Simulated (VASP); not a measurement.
# AlN (I4/mmm) in VASP: a series of runs

Runs on AlN. Level: PBE. Tasks: single point.

All numbers are computed with VASP 6.6.1; they aren't measurements. Logs are shortened: lines on timing, memory, paths and dates and some standing lists are left out, and cuts for length are marked.

### 1 The cell of the first run

The structure is tetragonal, space group I4/mmm (No. 139). The conventional cell has a = 2.855 Å, b = 2.855 Å, c = 3.997 Å, α = 90.00°, β = 90.00°, γ = 90.00°. Within 2.6 Å of Al (site symmetry 4/mmm) lie 6 N at 2.00 to 2.02 Å. Within 2.6 Å of N (site symmetry 4/mmm) lie 6 Al at 2.00 to 2.02 Å.

### 2 Single point, PBE (uniaxial z strain -1.0%)

Contents of INCAR:

```
SYSTEM = AlN
ALGO = Normal
EDIFF = 1E-6
ENCUT = 520
GGA = PE
ISIF = 2
ISMEAR = 0
LASPH = .True.
LCHARG = .False.
LREAL = .False.
LWAVE = .False.
NBANDS = 11
NELM = 80
PREC = Accurate
SIGMA = 0.01
```

Contents of KPOINTS:

```
k-points
0
Gamma
  6 6 6
  0 0 0
```

Contents of POSCAR:

```
AlN
1.0
    0.0000000000      2.0188684521      1.9986797676
    2.0188684521      0.0000000000      1.9986797676
    2.0188684521      2.0188684521      0.0000000000
Al N
1 1
Direct
    0.0000000000      0.0000000000      0.0000000000
    0.5000000000      0.5000000000      0.5000000000
```

Potentials or basis: VASP PAW PBE potentials, release 64 (Al, N).

Started as:

```console
> cat potpaw_PBE.64/Al/POTCAR potpaw_PBE.64/N/POTCAR > POTCAR
> mpirun -np 1 vasp_std > vasp.out
```

OUTCAR:

```text
SYSTEM = AlN
   EDIFF = 1E-6
   ENCUT = 520
   GGA = PE
   ISIF = 2
   ISMEAR = 0
   LASPH = .True.
   LREAL = .False.
   NELM = 80
   PREC = Accurate

 ion  position               nearest neighbor table
   1  0.000  0.000  0.000-   2 2.00   2 2.00   2 2.02   2 2.02   2 2.02   2 2.02
   2  0.500  0.500  0.500-   1 2.00   1 2.00   1 2.02   1 2.02   1 2.02   1 2.02

  LATTYP: Found a body centered tetragonal cell.
 ALAT       =     2.8551111456
 C/A-ratio  =     1.4000714268

  Lattice vectors:

 A1 = (   0.0000000000,  -2.0188684521,  -1.9986797676)
 A2 = (   0.0000000000,   2.0188684521,  -1.9986797676)
 A3 = (   2.0188684521,   0.0000000000,   1.9986797676)

Analysis of symmetry for initial positions (statically):
=====================================================================
 Subroutine PRICEL returns:
 Original cell was already a primitive cell.

 Routine SETGRP: Setting up the symmetry group for a
 body centered tetragonal supercell.

 Subroutine GETGRP returns: Found 16 space group operations
 (whereof 16 operations were pure point group operations)
 out of a pool of 16 trial point group operations.

The static configuration has the point symmetry D_4h.

Analysis of symmetry for dynamics (positions and initial velocities):
=====================================================================
 Subroutine PRICEL returns:
 Original cell was already a primitive cell.

 Routine SETGRP: Setting up the symmetry group for a
 body centered tetragonal supercell.

 Subroutine GETGRP returns: Found 16 space group operations
 (whereof 16 operations were pure point group operations)
 out of a pool of 16 trial point group operations.

The dynamic configuration has the point symmetry D_4h.

 Subroutine INISYM returns: Found 16 space group operations
 (whereof 16 operations are pure point group operations),
 and found     1 'primitive' translations

----------------------------------------------------------------------------------------

                                     Primitive cell

  volume of cell :      16.2926

  direct lattice vectors                    reciprocal lattice vectors
     0.000000000  2.018868452  1.998679768    -0.247663487  0.247663487  0.250165138
     2.018868452  0.000000000  1.998679768     0.247663487 -0.247663487  0.250165138
     2.018868452  2.018868452  0.000000000     0.247663487  0.247663487 -0.250165138

  length of vectors
     2.840871458  2.840871458  2.855111146     0.430414918  0.430414918  0.430414918

  position of ions in fractional coordinates (direct lattice)
     0.000000000  0.000000000  0.000000000
     0.500000000  0.500000000  0.500000000

  ion indices of the primitive-cell ions
   primitive index   ion index
                 1           1
                 2           2

----------------------------------------------------------------------------------------

 KPOINTS: k-points

Automatic generation of k-mesh.
 Grid dimensions read from file:
 generate k-points for:    6    6    6

 Generating k-lattice:

  Cartesian coordinates                     Fractional coordinates (reciprocal lattice)
    -0.041277248  0.041277248  0.041694190     0.166666667  0.000000000  0.000000000
     0.041277248 -0.041277248  0.041694190     0.000000000  0.166666667  0.000000000
     0.041277248  0.041277248 -0.041694190     0.000000000  0.000000000  0.166666667

  Length of vectors
     0.071735820  0.071735820  0.071735820

  Shift w.r.t. Gamma in fractional coordinates (k-lattice)
     0.000000000  0.000000000  0.000000000

 Subroutine IBZKPT returns following result:
 ===========================================

 Found     30 irreducible k-points:

 Following reciprocal coordinates:
            Coordinates               Weight
  0.000000  0.000000  0.000000      1.000000
  0.166667  0.000000  0.000000      8.000000
  0.333333 -0.000000  0.000000      8.000000
  0.500000  0.000000  0.000000      4.000000
  0.166667  0.166667  0.000000      2.000000
  0.333333  0.166667  0.000000      8.000000
[... 16 lines left out ...]
  0.333333  0.000000  0.333333      4.000000
  0.500000  0.000000  0.333333     16.000000
 [... further k-points ...]
   k-points           NKPTS =     30   k-points in BZ     NKDIM =     30   number of bands    NBANDS=     11
   number of dos      NEDOS =    301   number of ions     NIONS =      2
   total plane-waves  NPLWV =  13824
   dimension x,y,z NGX =    24 NGY =   24 NGZ =   24
   dimension x,y,z NGXF=    48 NGYF=   48 NGZF=   48
   ions per type =               1   1
   NGX,Y,Z   is equivalent  to a cutoff of  14.04, 14.04, 13.97 a.u.
   NGXF,Y,Z  is equivalent  to a cutoff of  28.09, 28.09, 27.95 a.u.
 SYSTEM =  AlN
   PREC   = accura    normal or accurate (medium, high low for compatibility)
   ISTART =      0    job   : 0-new  1-cont  2-samecut
   ICHARG =      2    charge: 1-file 2-atom 10-const
   ISPIN  =      1    spin polarized calculation?
   LNONCOLLINEAR =      F non collinear calculations
   LSORBIT =      F    spin-orbit coupling
   LASPH  =      T    aspherical Exc in radial PAW
   ENCUT  =  520.0 eV  38.22 Ry    6.18 a.u.   5.28  5.28  5.31*2*pi/ulx,y,z
   NELM   =     80;   NELMIN=  2; NELMDL= -5     # of ELM steps
   EDIFF  = 0.1E-05   stopping-criterion for ELM
   LREAL  =      F    real-space projection
   EDIFFG = 0.1E-04   stopping-criterion for IOM
   NSW    =      0    number of steps for IOM
   IBRION =     -1    ionic relax: 0-MD 1-quasi-New 2-CG
   NFREE  =      0    steps in history (QN), initial steepest desc. (CG)
   ISIF   =      2    stress and relaxation
   ISYM   =      2    0-nonsym 1-usesym 2-fastsym
   POTIM  = 0.5000    time-step for ionic-motion
   TEBEG  =    0.0;   TEEND  =   0.0 temperature during run
   PSTRESS=    0.0 pullay stress
   NELECT =       8.0000    total number of electrons
   NUPDOWN=      -1.0000    fix difference up-down
   EMIN   =  10.00;   EMAX   =-10.00  energy-range for DOS
   EFERMI =   0.00;   METHOD = LEGACY
   ISMEAR =     0;   SIGMA  =   0.01  broadening in eV -4-tet -1-fermi 0-gaus
   EFERMI_NEDOS =   21; number of points for ismear=-14 and -15
   IALGO  =     38    algorithm
   IMIX   =      4    mixing-type and parameters
     AMIX     =   0.40;   BMIX     =  1.00
     AMIX_MAG =   1.60;   BMIX_MAG =  1.00
  volume/ion in A,a.u.               =       8.15        54.97
  Fermi-wavevector in a.u.,A,eV,Ry     =   1.291542  2.440660 22.695603  1.668080
  Thomas-Fermi vector in A             =   2.423305
   LORBIT       =      0    0 simple, 1 ext, 2 COOP (PROOUT), +10 PAW based schemes
   GGA     = PE    functional components
   LHFCALC =     F    Hartree Fock is set to
   AEXX    =    0.0000 exact exchange contribution
   IVDW    =     0    specifies the selected vdW correction
   LEPSILON=     F    determine dielectric tensor
   LRPA    =     F    only Hartree local field effects (RPA)
 non-spin polarized calculation
 Gauss-broadening in eV      SIGMA  =   0.01
  energy-cutoff  :      520.00
  volume of cell :       16.29
 maximum number of plane-waves:       449
 NGX is ok and might be reduce to    24
   NGX = 11   NGY = 11   NGZ = 11

 number of electron       7.9999999 magnetization

 Free energy of the ion-electron system (eV)
  ---------------------------------------------------
  ext. energy  EPLUGINS =         0.00000000
  ---------------------------------------------------
  free energy    TOTEN  =       -14.52427406 eV

  energy without entropy =      -14.52427406  energy(sigma->0) =      -14.52427406

 E-fermi :  10.2178     XC(G=0): -12.3508

 val. band max:       10.1766654858   @ k =   0.0000   0.0000   0.0000
 cond. band min:      14.8290227006   @ k =   0.5000   0.5000   0.0000
 fundamental gap:      4.6523572148
 Fermi energy:        10.2178428955

 k-point     1 :       0.0000    0.0000    0.0000
  band No.  band energies     occupation
      1      -7.5313      2.00000
      2      10.1034      2.00000
      3      10.1767      2.00000
      4      10.1767      2.00000
      5      16.0338      0.00000
      6      22.3172      0.00000
      7      22.3172      0.00000
      8      22.4524      0.00000
      9      27.5420      0.00000
     10      27.8756      0.00000
     11      28.2121      0.00000

 k-point     2 :       0.1667    0.0000    0.0000
  band No.  band energies     occupation
      1      -6.9610      2.00000
      2       7.7466      2.00000
      3       9.8247      2.00000
      4       9.8458      2.00000
      5      17.1659      0.00000
      6      20.9687      0.00000
      7      22.8507      0.00000
      8      22.9958      0.00000
      9      25.7591      0.00000
     10      25.9404      0.00000
     11      28.2399      0.00000

 k-point     3 :       0.3333   -0.0000    0.0000
  band No.  band energies     occupation
      1      -5.4367      2.00000
      2       3.8820      2.00000
      3       9.2780      2.00000
      4       9.2997      2.00000
      5      16.7753      0.00000
      6      21.7904      0.00000
      7      22.0286      0.00000
      8      22.4628      0.00000
      9      26.8718      0.00000
     10      28.1228      0.00000
     11      28.1251      0.00000

 k-point     4 :       0.5000    0.0000    0.0000
  band No.  band energies     occupation
      1      -4.2126      2.00000
      2       1.7557      2.00000
      3       9.0288      2.00000
      4       9.0683      2.00000
      5      16.3718      0.00000
      6      21.1481      0.00000
      7      21.3850      0.00000
      8      23.6655      0.00000
      9      26.3999      0.00000
     10      30.9824      0.00000
     11      31.0019      0.00000
[... 239 lines left out ...]
 k-point    22 :      -0.3333    0.5000    0.1667
  band No.  band energies     occupation
      1      -3.0574      2.00000
      2       3.4680      2.00000
      3       5.5188      2.00000
      4       6.4489      2.00000
      5      17.1599      0.00000
      6      18.4153      0.00000
      7      22.9776      0.00000
      8      23.9583      0.00000
      9      28.3117      0.00000
     10      31.9761      0.00000
     11      35.3222      0.00000

 k-point    23 :       0.3333    0.0000    0.3333
  band No.  band energies     occupation
      1      -4.8058      2.00000
      2       4.6472      2.00000
      3       7.8286      2.00000
      4       7.9504      2.00000
      5      16.4390      0.00000
      6      16.5584      0.00000
      7      22.5722      0.00000
      8      26.3130      0.00000
      9      26.5844      0.00000
     10      31.4435      0.00000
     11      35.4520      0.00000

 k-point    24 :       0.5000    0.0000    0.3333
  band No.  band energies     occupation
      1      -3.6031      2.00000
      2       3.3751      2.00000
      3       6.1052      2.00000
      4       7.7023      2.00000
      5      15.9232      0.00000
      6      17.8811      0.00000
      7      23.0654      0.00000
      8      25.7633      0.00000
      9      27.0874      0.00000
     10      33.7798      0.00000
     11      35.5783      0.00000

 [... further k-points ...]
[... 5 lines left out ...]
  --------------------------------------------------------------------------------------
  -------------------------------------------------------------------------------------
  Total        0.8064162      0.8064162      1.1314130      0.0000000      0.0000000      0.0000000
  in kB       79.3013521     79.3013521    111.2608836      0.0000000      0.0000000      0.0000000
  external PRESSURE =      89.9545293 kB  Pullay stress =       0.0000000 kB

 VOLUME and BASIS-vectors are now :
 -----------------------------------------------------------------------------
  energy-cutoff  :      520.00
  volume of cell :       16.29
      direct lattice vectors                 reciprocal lattice vectors
     0.000000000  2.018868452  1.998679768    -0.247663487  0.247663487  0.250165138
     2.018868452  0.000000000  1.998679768     0.247663487 -0.247663487  0.250165138
     2.018868452  2.018868452  0.000000000     0.247663487  0.247663487 -0.250165138

 POSITION                                       TOTAL-FORCE (eV/Angst)
 -----------------------------------------------------------------------------------
      0.00000      0.00000      0.00000         0.000000     -0.000000      0.000000
      2.01887      2.01887      1.99868        -0.000000      0.000000     -0.000000
 -----------------------------------------------------------------------------------
    total drift:                               -0.000000     -0.000000      0.000000

  FREE ENERGIE OF THE ION-ELECTRON SYSTEM (eV)
  ---------------------------------------------------
  free  energy   TOTEN  =       -14.5242740582 eV

  energy  without entropy=      -14.5242740582  energy(sigma->0) =      -14.52427406
```

Run time: 7.7 s. Hardware: 1 thread of Intel Xeon 8259CL, shared host; peak memory 0.13 GiB.

What came out:

```
Free energy            : -14.5243 eV
Pressure               : 9.0 GPa
Band gap on the k mesh : 4.65 eV, indirect (least direct gap 5.86 eV)
```

Caveat: the k points lie up to 0.45 Å⁻¹ apart; the cell differs from its parent crystal (uniaxial z strain -1.0%). A k mesh can miss the band edges.

### 3 Single point, PBE (uniaxial z strain +1.0%)

Contents of INCAR:

```
PREC = Accurate ; ENCUT = 520
EDIFF = 1E-6 ; ISMEAR = 0
SIGMA = 0.01 ; LREAL = F
LASPH = T ; NELM = 100
ALGO = Normal ; ISIF = 2
LWAVE = F ; LCHARG = F
GGA = PE ; NBANDS = 11
```

Contents of KPOINTS:

```
regular mesh
0
Gamma
  6 6 6
```

Contents of POSCAR:

```
AlN
1.0
    0.0000000000      2.0188684521      2.0390571367
    2.0188684521      0.0000000000      2.0390571367
    2.0188684521      2.0188684521      0.0000000000
Al N
1 1
Direct
    0.0000000000      0.0000000000      0.0000000000
    0.5000000000      0.5000000000      0.5000000000
```

Potentials or basis: VASP PAW PBE potentials, release 64 (Al, N).

Started as:

```console
> cat potpaw_PBE.64/Al/POTCAR potpaw_PBE.64/N/POTCAR > POTCAR
> mpirun -np 1 vasp_std > vasp.out
```

Wall time 6.4 s (1 thread of Intel Xeon 8259CL, shared host); peak memory 0.13 GiB.

The run converged. Its results:

```yaml
Free_energy: -14.5373 eV
Pressure: 3.5 GPa
Band_gap_on_the_k_mesh: 4.47 eV, indirect (least direct gap 5.54 eV)
```

Stress tensor (GPa, compression positive):
```
4.36 0.00 0.00
0.00 4.36 0.00
0.00 0.00 1.65
```

Levels at points of the mesh, in eV from the valence-band top:
```
           k point  band 1  band 2  band 3  band 4  band 5  band 6  band 7  band 8
(0.00, 0.00, 0.00)  -17.55   -0.07   -0.07    0.00    5.54   12.01   12.14   12.14
(0.50, 0.00, 0.00)  -14.31   -8.32   -1.13   -1.09    6.04   10.79   11.01   13.16
(0.50, 0.50, 0.00)  -13.39   -7.42   -2.78   -2.78    4.56    5.33   13.85   17.18
(0.50, 0.00, 0.50)  -13.31   -7.38   -2.92   -2.79    4.47    5.23   13.97   16.91
```

Caveat: the k points lie up to 0.45 Å⁻¹ apart; the cell differs from its parent crystal (uniaxial z strain +1.0%).

### 4 Single point, PBE (uniaxial z strain +2.0%)

Contents of INCAR:

```
SYSTEM = AlN
PREC     = Accurate       ! precision mode
ENCUT    = 520            ! plane-wave cutoff, eV
EDIFF    = 1E-6           ! SCF threshold, eV
ISMEAR   = 0              ! smearing method
SIGMA    = 0.01           ! smearing width, eV
LREAL    = .False.        ! projectors in reciprocal space
LASPH    = .True.         ! aspherical terms in the spheres
NELM     = 100            ! most SCF steps
ALGO     = Normal         ! electronic algorithm
ISIF     = 2              ! what is computed and relaxed
LWAVE    = .False.        ! write WAVECAR
LCHARG   = .False.        ! write CHGCAR
GGA      = PE             ! functional
NBANDS   = 11             ! bands
```

Contents of KPOINTS:

```
regular mesh
0
Gamma
  6 6 6
  0 0 0
```

Contents of POSCAR:

```
AlN
1.0
    0.0000000000      2.0188684521      2.0592458212
    2.0188684521      0.0000000000      2.0592458212
    2.0188684521      2.0188684521      0.0000000000
Al N
1 1
Direct
    0.0000000000      0.0000000000      0.0000000000
    0.5000000000      0.5000000000      0.5000000000
```

Started as:

```console
> cat potpaw_PBE.64/Al/POTCAR potpaw_PBE.64/N/POTCAR > POTCAR
> mpirun -np 1 vasp_std > vasp.out
```

Wall time 6.3 s (1 thread of Intel Xeon 8259CL, shared host); peak memory 0.13 GiB.

Results (log left out):

* Free energy: -14.5370 eV
* Pressure: 1.0 GPa
* Band gap on the k mesh: 4.30 eV, indirect (least direct gap 5.35 eV)

Stress tensor (GPa, compression positive):
```
 2.69  0.00  0.00
 0.00  2.69  0.00
 0.00  0.00 -2.30
```

Levels at points of the mesh, in eV from the valence-band top:
| k point | band 1 | band 2 | band 3 | band 4 | band 5 | band 6 | band 7 | band 8 |
| --- | --- | --- | --- | --- | --- | --- | --- | --- |
| (0.00, 0.00, 0.00) | -17.51 | -0.14 | -0.14 | 0.00 | 5.35 | 11.85 | 12.11 | 12.11 |
| (0.50, 0.00, 0.00) | -14.31 | -8.30 | -1.18 | -1.10 | 5.93 | 10.58 | 11.00 | 12.97 |
| (0.50, 0.50, 0.00) | -13.46 | -7.43 | -2.76 | -2.76 | 4.49 | 5.36 | 13.60 | 17.05 |
| (0.50, 0.00, 0.50) | -13.29 | -7.34 | -3.02 | -2.77 | 4.30 | 5.17 | 13.85 | 16.51 |

Caveat: the k points lie up to 0.45 Å⁻¹ apart; the cell differs from its parent crystal (uniaxial z strain +2.0%).

### 5 Single point, PBE (uniaxial z strain +3.0%)

Contents of INCAR:

```
PREC = Accurate ; ENCUT = 520
EDIFF = 1E-7 ; ISMEAR = 0
SIGMA = 0.01 ; LREAL = F
LASPH = T ; NELM = 100
ALGO = Normal ; ISIF = 2
LWAVE = F ; LCHARG = T
GGA = PE ; LELF = T
LVHAR = T ; NBANDS = 11
```

Contents of KPOINTS:

```
Automatic mesh
0
Gamma
  6 6 6
```

Contents of POSCAR:

```
AlN
1.0
    0.0000000000      2.0188684521      2.0794345057
    2.0188684521      0.0000000000      2.0794345057
    2.0188684521      2.0188684521      0.0000000000
Al N
1 1
Direct
    0.0000000000      0.0000000000      0.0000000000
    0.5000000000      0.5000000000      0.5000000000
```

Started as:

```console
> cat potpaw_PBE.64/Al/POTCAR potpaw_PBE.64/N/POTCAR > POTCAR
> mpirun -np 1 vasp_std > vasp.out
```

Run time: 8.1 s. Hardware: 1 thread of Intel Xeon 8259CL, shared host; peak memory 0.13 GiB.

It converged, with:

| Item | Value |
| --- | --- |
| Free energy | -14.5329 eV |
| Pressure | -1.2 GPa |
| Band gap on the k mesh | 4.14 eV, indirect (least direct gap 5.17 eV) |

Stress tensor (GPa, compression positive):
```
 1.09  0.00  0.00
 0.00  1.09  0.00
 0.00  0.00 -5.80
```

Levels at points of the mesh, in eV from the valence-band top:
```csv
k point,band 1,band 2,band 3,band 4,band 5,band 6,band 7,band 8,band 9
"(0.00, 0.00, 0.00)",-17.46,-0.20,-0.20,0.00,5.17,11.70,12.09,12.09,17.01
"(0.50, 0.00, 0.00)",-14.30,-8.28,-1.23,-1.11,5.81,10.38,10.99,12.77,15.70
"(0.50, 0.50, 0.00)",-13.52,-7.43,-2.73,-2.73,4.42,5.40,13.35,16.93,16.93
"(0.50, 0.00, 0.50)",-13.28,-7.31,-3.12,-2.75,4.14,5.12,13.73,16.13,17.10
```

Caveat: the k points lie up to 0.44 Å⁻¹ apart; the cell differs from its parent crystal (uniaxial z strain +3.0%). A k mesh can miss the band edges.

### 6 The runs side by side

| cell | gap on the mesh (eV) | pressure (GPa) |
| --- | --- | --- |
| a = 2.841, b = 2.841, c = 2.855 Å, angles 59.8, 59.8, 60.3°, 2 atoms | 4.65 | 9.0 |
| a = 2.869, b = 2.869, c = 2.855 Å, angles 60.2, 60.2, 59.7°, 2 atoms | 4.47 | 3.5 |
| a = 2.884, b = 2.884, c = 2.855 Å, angles 60.3, 60.3, 59.3°, 2 atoms | 4.30 | 1.0 |
| a = 2.898, b = 2.898, c = 2.855 Å, angles 60.5, 60.5, 59.0°, 2 atoms | 4.14 | -1.2 |

Alike in all rows: task single point; level PBE; potentials or basis VASP PAW PBE potentials, release 64 (Al, N); no spin polarisation; k mesh 6 × 6 × 6; cutoff (eV) 520; smearing gaussian 0.01 eV.

Caveats: all runs use coarse meshes.

Total energies depend on the potentials used, so only differences within one code and one set of settings carry meaning.
